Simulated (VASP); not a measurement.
# Ge (P6_3/mmc) in VASP: notebook, part 2 of 2

VASP 6.6.1. Earlier steps stand in the parts before.

## 4. Single point, PBE (strain +0.030 along x and y, +0.030 along z)

Input file INCAR:

```
SYSTEM = Ge
ALGO = Normal
EDIFF = 1E-7
ENCUT = 520
GGA = PE
ISIF = 2
ISMEAR = 0
LASPH = .TRUE.
LCHARG = .FALSE.
LREAL = .FALSE.
LWAVE = .FALSE.
NBANDS = 36
NELM = 100
PREC = Accurate
SIGMA = 0.15
```

Input file KPOINTS:

```
k-points
0
G
  12 12 8
  0 0 0
```

Input file POSCAR:

```
Ge
1.0
    4.1799014089      0.0000000000      0.0000000000
   -2.0899507045      3.6199008054      0.0000000000
    0.0000000000      0.0000000000      6.8933040382
Ge
4
Direct
    0.6666666667      0.3333333333      0.0627911807
    0.3333333333      0.6666666667      0.5627911807
    0.6666666667      0.3333333333      0.4372088193
    0.3333333333      0.6666666667      0.9372088193
```

Potentials or basis: VASP PAW PBE potentials, release 64 (Ge_d).

Run with:

```console
$ cat potpaw_PBE.64/Ge_d/POTCAR > POTCAR
$ mpirun -np 1 vasp_std > vasp.out
```

OUTCAR:

```text
SYSTEM = Ge
   EDIFF = 1E-7
   ENCUT = 520
   GGA = PE
   ISIF = 2
   ISMEAR = 0
   LASPH = .TRUE.
   LREAL = .FALSE.
   NELM = 100
   PREC = Accurate

 ion  position               nearest neighbor table
   1  0.667  0.333  0.063-   4 2.56   4 2.56   4 2.56   3 2.58
   2  0.333  0.667  0.563-   3 2.56   3 2.56   3 2.56   4 2.58
   3  0.667  0.333  0.437-   2 2.56   2 2.56   2 2.56   1 2.58
   4  0.333  0.667  0.937-   1 2.56   1 2.56   1 2.56   2 2.58

  LATTYP: Found a hexagonal cell.
 ALAT       =     4.1799014089
 C/A-ratio  =     1.6491546962

  Lattice vectors:

 A1 = (   4.1799014089,   0.0000000000,   0.0000000000)
 A2 = (  -2.0899507045,   3.6199008054,   0.0000000000)
 A3 = (   0.0000000000,   0.0000000000,   6.8933040382)

Analysis of symmetry for initial positions (statically):
=====================================================================
 Subroutine PRICEL returns:
 Original cell was already a primitive cell.

 Routine SETGRP: Setting up the symmetry group for a
 hexagonal supercell.

 Subroutine GETGRP returns: Found 24 space group operations
 (whereof 12 operations were pure point group operations)
 out of a pool of 24 trial point group operations.

The static configuration has the point symmetry D_3d.
 The point group associated with its full space group is D_6h.

Analysis of symmetry for dynamics (positions and initial velocities):
=====================================================================
 Subroutine PRICEL returns:
 Original cell was already a primitive cell.

 Routine SETGRP: Setting up the symmetry group for a
 hexagonal supercell.

 Subroutine GETGRP returns: Found 24 space group operations
 (whereof 12 operations were pure point group operations)
 out of a pool of 24 trial point group operations.

The dynamic configuration has the point symmetry D_3d.
 The point group associated with its full space group is D_6h.

 Subroutine INISYM returns: Found 24 space group operations
 (whereof 12 operations are pure point group operations),
 and found     1 'primitive' translations

----------------------------------------------------------------------------------------

                                     Primitive cell

  volume of cell :     104.3014

  direct lattice vectors                    reciprocal lattice vectors
     4.179901409  0.000000000  0.000000000     0.239240093  0.138125332  0.000000000
    -2.089950705  3.619900805  0.000000000     0.000000000  0.276250664  0.000000000
     0.000000000  0.000000000  6.893304038     0.000000000  0.000000000  0.145068315

  length of vectors
     4.179901409  4.179901409  6.893304038     0.276250664  0.276250664  0.145068315

  position of ions in fractional coordinates (direct lattice)
     0.666666667  0.333333333  0.062791181
     0.333333333  0.666666667  0.562791181
     0.666666667  0.333333333  0.437208819
     0.333333333  0.666666667  0.937208819

  ion indices of the primitive-cell ions
   primitive index   ion index
                 1           1
                 2           2
                 3           3
                 4           4

----------------------------------------------------------------------------------------

 KPOINTS: k-points

Automatic generation of k-mesh.
 Grid dimensions read from file:
 generate k-points for:   12   12    8

 Generating k-lattice:

  Cartesian coordinates                     Fractional coordinates (reciprocal lattice)
     0.019936674  0.011510444  0.000000000     0.083333333  0.000000000  0.000000000
     0.000000000  0.023020889  0.000000000     0.000000000  0.083333333  0.000000000
     0.000000000  0.000000000  0.018133539     0.000000000  0.000000000  0.125000000

  Length of vectors
     0.023020889  0.023020889  0.018133539

  Shift w.r.t. Gamma in fractional coordinates (k-lattice)
     0.000000000  0.000000000  0.000000000

 Subroutine IBZKPT returns following result:
 ===========================================

 Found     95 irreducible k-points:

 Following reciprocal coordinates:
            Coordinates               Weight
  0.000000  0.000000  0.000000      1.000000
  0.083333  0.000000  0.000000      6.000000
  0.166667  0.000000  0.000000      6.000000
  0.250000  0.000000  0.000000      6.000000
  0.333333  0.000000  0.000000      6.000000
  0.416667  0.000000  0.000000      6.000000
[... 16 lines left out ...]
  0.250000  0.000000  0.125000     12.000000
  0.333333  0.000000  0.125000     12.000000
 [... further k-points ...]
   k-points           NKPTS =     95   k-points in BZ     NKDIM =     95   number of bands    NBANDS=     36
   number of dos      NEDOS =    301   number of ions     NIONS =      4
   total plane-waves  NPLWV =  55296
   dimension x,y,z NGX =    32 NGY =   32 NGZ =   54
   dimension x,y,z NGXF=    64 NGYF=   64 NGZF=  108
   ions per type =               4
   NGX,Y,Z   is equivalent  to a cutoff of  12.73, 12.73, 13.02 a.u.
   NGXF,Y,Z  is equivalent  to a cutoff of  25.45, 25.45, 26.05 a.u.
 SYSTEM =  Ge
   PREC   = accura    normal or accurate (medium, high low for compatibility)
   ISTART =      0    job   : 0-new  1-cont  2-samecut
   ICHARG =      2    charge: 1-file 2-atom 10-const
   ISPIN  =      1    spin polarized calculation?
   LNONCOLLINEAR =      F non collinear calculations
   LSORBIT =      F    spin-orbit coupling
   LASPH  =      T    aspherical Exc in radial PAW
   ENCUT  =  520.0 eV  38.22 Ry    6.18 a.u.   7.77  7.77 12.82*2*pi/ulx,y,z
   NELM   =    100;   NELMIN=  2; NELMDL= -5     # of ELM steps
   EDIFF  = 0.1E-06   stopping-criterion for ELM
   LREAL  =      F    real-space projection
   EDIFFG = 0.1E-05   stopping-criterion for IOM
   NSW    =      0    number of steps for IOM
   IBRION =     -1    ionic relax: 0-MD 1-quasi-New 2-CG
   NFREE  =      0    steps in history (QN), initial steepest desc. (CG)
   ISIF   =      2    stress and relaxation
   ISYM   =      2    0-nonsym 1-usesym 2-fastsym
   POTIM  = 0.5000    time-step for ionic-motion
   TEBEG  =    0.0;   TEEND  =   0.0 temperature during run
   PSTRESS=    0.0 pullay stress
   NELECT =      56.0000    total number of electrons
   NUPDOWN=      -1.0000    fix difference up-down
   EMIN   =  10.00;   EMAX   =-10.00  energy-range for DOS
   EFERMI =   0.00;   METHOD = LEGACY
   ISMEAR =     0;   SIGMA  =   0.15  broadening in eV -4-tet -1-fermi 0-gaus
   EFERMI_NEDOS =   21; number of points for ismear=-14 and -15
   IALGO  =     38    algorithm
   IMIX   =      4    mixing-type and parameters
     AMIX     =   0.40;   BMIX     =  1.00
     AMIX_MAG =   1.60;   BMIX_MAG =  1.00
  volume/ion in A,a.u.               =      26.08       175.97
  Fermi-wavevector in a.u.,A,eV,Ry     =   1.330579  2.514430 24.088319  1.770442
  Thomas-Fermi vector in A             =   2.459656
   LORBIT       =      0    0 simple, 1 ext, 2 COOP (PROOUT), +10 PAW based schemes
   GGA     = PE    functional components
   LHFCALC =     F    Hartree Fock is set to
   AEXX    =    0.0000 exact exchange contribution
   IVDW    =     0    specifies the selected vdW correction
   LEPSILON=     F    determine dielectric tensor
   LRPA    =     F    only Hartree local field effects (RPA)
 non-spin polarized calculation
 Gauss-broadening in eV      SIGMA  =   0.15
  energy-cutoff  :      520.00
  volume of cell :      104.30
 maximum number of plane-waves:      2840
 NGX is ok and might be reduce to    32
   NGX = 15   NGY = 15   NGZ = 25

 number of electron      56.0000001 magnetization

 Free energy of the ion-electron system (eV)
  ---------------------------------------------------
  ext. energy  EPLUGINS =         0.00000000
  ---------------------------------------------------
  free energy    TOTEN  =       -17.87527117 eV

  energy without entropy =      -17.87350171  energy(sigma->0) =      -17.87438644

 E-fermi :   3.7567     XC(G=0):  -9.2658

 val. band max:        3.7130839958   @ k =   0.0833   0.0000   0.0000
 cond. band min:       3.7628351561   @ k =   0.0000   0.0000   0.1250
 fundamental gap:      0.0497511603
 Fermi energy:         3.7566653985

 k-point     1 :       0.0000    0.0000    0.0000
  band No.  band energies     occupation
      1     -20.9762      2.00000
      2     -20.9762      2.00000
      3     -20.9501      2.00000
      4     -20.9501      2.00000
      5     -20.9497      2.00000
      6     -20.9391      2.00000
[... 28 lines left out ...]
     35       8.0372      0.00000
     36       9.6710      0.00000
[... 866 lines left out ...]
      6     -20.9198      2.00000
[... 28 lines left out ...]
     35      10.2020      0.00000
     36      10.7905      0.00000

 [... further k-points ...]
[... 5 lines left out ...]
  --------------------------------------------------------------------------------------
  -------------------------------------------------------------------------------------
  Total       -2.7955301     -2.7955301     -2.7988279      0.0000000     -0.0000000      0.0000000
  in kB      -42.9422314    -42.9422314    -42.9928899      0.0000000     -0.0000000      0.0000000
  external PRESSURE =     -42.9591176 kB  Pullay stress =       0.0000000 kB

 VOLUME and BASIS-vectors are now :
 -----------------------------------------------------------------------------
  energy-cutoff  :      520.00
  volume of cell :      104.30
      direct lattice vectors                 reciprocal lattice vectors
     4.179901409  0.000000000  0.000000000     0.239240093  0.138125332  0.000000000
    -2.089950705  3.619900805  0.000000000     0.000000000  0.276250664  0.000000000
     0.000000000  0.000000000  6.893304038     0.000000000  0.000000000  0.145068315

 POSITION                                       TOTAL-FORCE (eV/Angst)
 -----------------------------------------------------------------------------------
      2.08995      1.20663      0.43284        -0.000000      0.000000     -0.029333
     -0.00000      2.41327      3.87949         0.000000     -0.000000     -0.029333
      2.08995      1.20663      3.01381        -0.000000      0.000000      0.029333
     -0.00000      2.41327      6.46047         0.000000     -0.000000      0.029333
 -----------------------------------------------------------------------------------
    total drift:                               -0.000000      0.000000     -0.000000

  FREE ENERGIE OF THE ION-ELECTRON SYSTEM (eV)
  ---------------------------------------------------
  free  energy   TOTEN  =       -17.8752711712 eV

  energy  without entropy=      -17.8735017093  energy(sigma->0) =      -17.87438644
```

OSZICAR:

```text
N       E                     dE             d eps       ncg     rms          rms(c)
DAV:   1     0.501360297148E+03    0.50136E+03   -0.28562E+04  7892   0.409E+03
DAV:   2     0.697572934226E+02   -0.43160E+03   -0.42117E+03  6840   0.811E+02
DAV:   3    -0.130814310852E+02   -0.82839E+02   -0.81716E+02  7564   0.206E+02
DAV:   4    -0.178744830106E+02   -0.47931E+01   -0.47703E+01  7944   0.565E+01
DAV:   5    -0.179767401343E+02   -0.10226E+00   -0.10222E+00  7632   0.932E+00    0.375E+00
DAV:   6    -0.179100090663E+02    0.66731E-01   -0.58628E-02  8108   0.217E+00    0.222E+00
DAV:   7    -0.178711223940E+02    0.38887E-01   -0.69747E-02  7388   0.206E+00    0.179E-01
DAV:   8    -0.178741851348E+02   -0.30627E-02   -0.10725E-02  7600   0.104E+00    0.872E-02
DAV:   9    -0.178751473701E+02   -0.96224E-03   -0.89083E-04  8028   0.124E-01    0.235E-02
DAV:  10    -0.178752581306E+02   -0.11076E-03   -0.15703E-04  8024   0.956E-02    0.785E-03
DAV:  11    -0.178752702682E+02   -0.12138E-04   -0.25208E-05  7840   0.259E-02    0.285E-03
DAV:  12    -0.178752710412E+02   -0.77309E-06   -0.17436E-06  7744   0.155E-02    0.707E-04
DAV:  13    -0.178752711692E+02   -0.12794E-06   -0.18141E-07  5388   0.295E-03    0.195E-04
DAV:  14    -0.178752711712E+02   -0.20227E-08   -0.31529E-08  5204   0.986E-04
   1 F= -.17875271E+02 E0= -.17874386E+02  d E =-.176946E-02
```

stdout:

```text
POSCAR found type information on POSCAR Ge
 POSCAR found :  1 types and       4 ions
 scaLAPACK will be used
 LDA part: xc-table for (Slater+PW92), standard interpolation
 POSCAR, INCAR and KPOINTS ok, starting setup
 FFT: planning ... GRIDC
 FFT: planning ... GRID_SOFT
 FFT: planning ... GRID
 WAVECAR not read
 entering main loop
```

Wall time 6.4 min (1 thread of Intel Xeon 8259CL, shared host); peak memory 0.38 GiB.

What came out:

* Free energy: -17.8753 eV
* Pressure: -4.3 GPa
* Largest force: 0.029 eV/Å
* Band gap on the k mesh: zero (bands 28 and 29 overlap by 0.21 eV)

Forces in eV/Å, atoms in the order of the input:
```
Ge   0.000  0.000 -0.029
Ge   0.000  0.000 -0.029
Ge   0.000  0.000  0.029
Ge   0.000  0.000  0.029
```

Caveat: the cell differs from its parent crystal (strain +0.030 along x and y, +0.030 along z); the cell stands under tension; semilocal functionals underestimate gaps, so a narrow gap can read as zero.

## 5. Single point, PBE (strain +0.000 along x and y, +0.030 along z)

Input file INCAR:

```
SYSTEM = Ge
PREC = Accurate ; ENCUT = 520
EDIFF = 1E-6 ; ISMEAR = 0
SIGMA = 0.15 ; LREAL = .FALSE.
LASPH = .TRUE. ; NELM = 100
ALGO = Normal ; ISIF = 2
LWAVE = .FALSE. ; LCHARG = .FALSE.
GGA = PE ; NBANDS = 36
```

Input file KPOINTS:

```
Automatic mesh
0
G
  12 12 8
  0 0 0
```

POSCAR, as its differences from that of step 4:

```diff
@@ -2,4 +2,4 @@
 1.0
-    4.1799014089      0.0000000000      0.0000000000
-   -2.0899507045      3.6199008054      0.0000000000
+    4.0581567077      0.0000000000      0.0000000000
+   -2.0290783539      3.5144668014      0.0000000000
     0.0000000000      0.0000000000      6.8933040382
```

Run with:

```console
$ cat potpaw_PBE.64/Ge_d/POTCAR > POTCAR
$ mpirun -np 1 vasp_std > vasp.out
```

Wall time 6.3 min (1 thread of Intel Xeon 8259CL, shared host); peak memory 0.37 GiB.

Results (log left out):

```
Free energy   : -17.9637 eV
Pressure      : -1.6 GPa
Largest force : 0.177 eV/Å
```

Forces in eV/Å, atoms in the order of the input:
```
Ge   0.000  0.000  0.177
Ge   0.000  0.000  0.177
Ge   0.000  0.000 -0.177
Ge   0.000  0.000 -0.177
```

Stress tensor (GPa, compression positive):
```
-0.22  0.00  0.00
 0.00 -0.22  0.00
 0.00  0.00 -4.22
```

Levels at points of the mesh, in eV from the Fermi level:
| k point | band 25 | band 26 | band 27 | band 28 | band 29 | band 30 | band 31 | band 32 |
| --- | --- | --- | --- | --- | --- | --- | --- | --- |
| (0.00, 0.00, 0.00) | -1.27 | -0.79 | -0.20 | -0.06 | 0.05 | 0.05 | 2.38 | 2.38 |
| (0.50, 0.00, 0.00) | -4.20 | -2.77 | -2.53 | -1.43 | 0.68 | 1.28 | 3.47 | 3.75 |
| (0.00, 0.00, 0.50) | -0.74 | -0.74 | -0.74 | -0.74 | 0.58 | 0.58 | 3.34 | 3.34 |
| (0.50, 0.00, 0.50) | -2.47 | -2.47 | -2.22 | -2.22 | 0.41 | 0.41 | 2.08 | 2.08 |

Caveat: the cell differs from its parent crystal (strain +0.000 along x and y, +0.030 along z).

## 6. Summary

| cell | gap on the mesh (eV) | pressure (GPa) | largest force (eV/Å) |
| --- | --- | --- | --- |
| a = 4.119, b = 4.119, c = 6.893 Å, angles 90.0, 90.0, 120.0°, 4 atoms | none | -3.0 | 0.06 |
| a = 4.180, b = 4.180, c = 6.793 Å, angles 90.0, 90.0, 120.0°, 4 atoms | none | -3.7 | 0.12 |
| a = 4.180, b = 4.180, c = 6.893 Å, angles 90.0, 90.0, 120.0°, 4 atoms | none | -4.3 | 0.03 |
| a = 4.058, b = 4.058, c = 6.893 Å, angles 90.0, 90.0, 120.0°, 4 atoms | - | -1.6 | 0.18 |

Alike in all rows: task single point; level PBE; potentials or basis VASP PAW PBE potentials, release 64 (Ge_d); no spin polarisation; k mesh 12 × 12 × 8; cutoff (eV) 520; smearing gaussian 0.15 eV.

Caveats: the cell stands under tension (at least some runs); semilocal functionals underestimate gaps, so a narrow gap can read as zero (at least some runs).

Absolute energies hang on the potentials; compare differences alone.
